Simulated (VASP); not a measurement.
A run of VASP 6.6.1:

INCAR

```
SYSTEM = TiN
ALGO = Normal
EDIFF = 1E-6
ENCUT = 1330
GGA = CA
GGA_COMPAT = .False.
ISIF = 2
ISMEAR = 0
LASPH = .True.
LCHARG = .False.
LREAL = .False.
LWAVE = .False.
NBANDS = 16
NELM = 120
PREC = Accurate
SIGMA = 0.1
```

Contents of KPOINTS:

```
k-points
0
Gamma
  8 8 8
  0 0 0
```

File POSCAR:

```
TiN
1.0
    0.0000000000      2.0862956476      2.0862956476
    2.0862956476      0.0000000000      2.0862956476
    2.0862956476      2.0862956476      0.0000000000
Ti N
1 1
Direct
    0.0000000000      0.0000000000      0.0000000000
    0.5000000000      0.5000000000      0.5000000000
```

Potentials or basis: VASP PAW LDA potentials, release 64 (Ti_sv, N_h).

The run is started by

```console
$ cat potpaw_LDA.64/Ti_sv/POTCAR potpaw_LDA.64/N_h/POTCAR > POTCAR
$ mpirun -np 1 vasp_std > vasp.out
```

Hardware: 1 thread of Intel(R) Xeon(R) Platinum 8488C (Sapphire Rapids) (shared host).

Q: Estimate the wall time of this run.

A: Wall time 29 s on 1 thread of Intel(R) Xeon(R) Platinum 8488C (Sapphire Rapids), with other jobs on the host, peak memory 0.2 GiB. Counts: scf iterations 15, k points 29.
